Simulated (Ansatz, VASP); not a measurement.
**Two plane-wave programs on SiGe**

```
Si Ge
1.0
     3.90047    0.00000    0.00000
    -1.95023    3.37790    0.00000
     0.00000    0.00000    6.44316
Si Ge
2 2
Direct
  0.66667 0.33333 0.87455
  0.33333 0.66667 0.37455
  0.66667 0.33333 0.48493
  0.33333 0.66667 0.98493
```

Alike in both runs: task single point; functional PBEsol; k mesh 12 × 12 × 6; occupations gaussian, width 0.03 eV; no spin polarisation.

|  | VASP | Ansatz |
| --- | --- | --- |
| version | VASP 6.6.1 | Ansatz 0.2.0 |
| potentials or method | VASP PAW PBE potentials, release 64 (Si, Ge_d), cutoff 520 eV | scalar-relativistic, plane waves, PAW |
| valence electrons in the cell | 36 | 36 |

```tsv
	VASP	Ansatz	Ansatz less VASP
pressure (GPa)	0.4	0.4	+0.01
traceless stress, the component that is largest in VASP (GPa)	-3.35	-3.36	-0.012
rms of the force components (eV/Å)	0.598	0.599	+0.0013
```

VASP's potentials were made for PBE, not for PBEsol, and Ansatz warns of the same on its side. Atom by atom the forces differ by 0.001 eV/Å (rms over components).
